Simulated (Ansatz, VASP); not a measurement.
# BeTe in VASP and in Ansatz

Contents of INCAR:

```
  PREC = Accurate
  ENCUT = 520
  EDIFF = 1E-6
  ISMEAR = 0
  SIGMA = 0.1
  LREAL = False
  LASPH = True
  NELM = 60
  ALGO = Normal
  ISIF = 2
  LWAVE = False
  LCHARG = True
  GGA = PE
  LELF = True
  LVHAR = True
  NBANDS = 26
```

The input KPOINTS:

```
Automatic mesh
0
Gamma
  4 4 4
```

Contents of POSCAR:

```
BeTe
1.0
    7.4332013500      0.0000000000      0.0000000000
    0.0000000000      4.2323677300      0.0000000000
    0.0000000000      0.0000000000      4.0074785200
Be Te
4 4
Direct
    0.7500000000      0.0000000000      0.3554073800
    0.0000000000      0.5000000000      0.0000000000
    0.2500000000      0.0000000000      0.6445926200
    0.5000000000      0.5000000000      0.0000000000
    0.7500000000      0.5000000000      0.6445926200
    0.0000000000      0.0000000000      0.0000000000
    0.2500000000      0.5000000000      0.3554073800
    0.5000000000      0.0000000000      0.0000000000
```

Input for Ansatz:

```yaml
crystal:
  lattice:
    - [7.43320135, 0.0, 0.0]
    - [0.0, 4.23236773, 0.0]
    - [0.0, 0.0, 4.00747852]
  atoms:
    - { symbol: Be, position: [0.75, 0.0, 0.35540738] }
    - { symbol: Be, position: [0.0, 0.5, 0.0] }
    - { symbol: Be, position: [0.25, 0.0, 0.64459262] }
    - { symbol: Be, position: [0.5, 0.5, 0.0] }
    - { symbol: Te, position: [0.75, 0.5, 0.64459262] }
    - { symbol: Te, position: [0.0, 0.0, 0.0] }
    - { symbol: Te, position: [0.25, 0.5, 0.35540738] }
    - { symbol: Te, position: [0.5, 0.0, 0.0] }
basis:
  ecutwfc: 420
kpoints:
  mp_grid: { grid: [4, 4, 4] }
hamiltonian:
  xc: pbe
scf:
  occupations: { method: gaussian, width: 0.1 }
  lower_state_search: "off"
output:
  forces: true
  stress: true
  eigenvalues: true
```

Alike in both runs: task single point; functional PBE; k mesh 4 × 4 × 4; occupations gaussian, width 0.1 eV; no spin polarisation.

|  | VASP | Ansatz |
| --- | --- | --- |
| version | VASP 6.6.1 | Ansatz 0.2.0 |
| potentials or method | VASP PAW PBE potentials, release 64 (Be, Te), cutoff 520 eV | scalar-relativistic, plane waves, PAW |
| valence electrons in the cell | 32 | 72 |

VASP gave:

```
gap on the k mesh at the Fermi level (eV) : none
rms of the force components (eV/Å)        : 1.017
```

Problem. Which values does Ansatz return?

Solution. gap on the k mesh at the Fermi level (eV): none; rms of the force components (eV/Å): 1.012.

Atom by atom the forces differ by 0.006 eV/Å (rms over components). A gap of «none» marks a metal or a gap that the smearing closes. VASP's potentials hold 32 valence electrons a cell and Ansatz's 72, so a difference there can come from the potentials and not from the codes.

The k mesh is coarse, so the values compare programs but aren't converged. Neither program's run includes spin-orbit coupling.
